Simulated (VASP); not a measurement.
Wanted: the native input for a VASP 6.6.1 run.

```yaml
Task: single point
Functional: PBEsol
Potentials_or_basis: VASP PAW PBE potentials, release 64 (V_sv)
Cutoff: 520 eV
k_mesh: 20 × 20 × 20
Occupations: gaussian, width 0.1 eV
Spin: no spin polarisation
Dipole_correction: no
Further_INCAR_settings: ALGO = Fast; EDIFF = 1e-06; NBANDS = 12
```

The structure of V lies in POSCAR:

```
V
1.0
   -1.4794348202      1.4794348202      1.4794348202
    1.4794348202     -1.4794348202      1.4794348202
    1.4794348202      1.4794348202     -1.4794348202
V
1
Direct
    0.0000000000      0.0000000000      0.0000000000
```

These files were run (other wordings do the same):

INCAR

```
PREC = Accurate
ENCUT = 520
EDIFF = 1E-6
ISMEAR = 0
SIGMA = 0.1
LREAL = False
LASPH = True
NELM = 100
ALGO = Fast
ISIF = 2
LWAVE = False
LCHARG = False
GGA = PS
NBANDS = 12
```

KPOINTS

```
regular mesh
0
Gamma
  20 20 20
```

Potentials or basis: VASP PAW PBE potentials, release 64 (V_sv).

Run with:

```bash
$ cat potpaw_PBE.64/V_sv/POTCAR > POTCAR
$ mpirun -np 1 vasp_std > vasp.out
```

It gave:

```yaml
Pressure: 0.3 GPa
```

Caveat: the PAW data sets were made with another functional, which shifts forces and pressure a little.

Wall time 51 s on 1 thread of Intel Xeon 8259CL (shared host), peak memory 0.15 GiB.
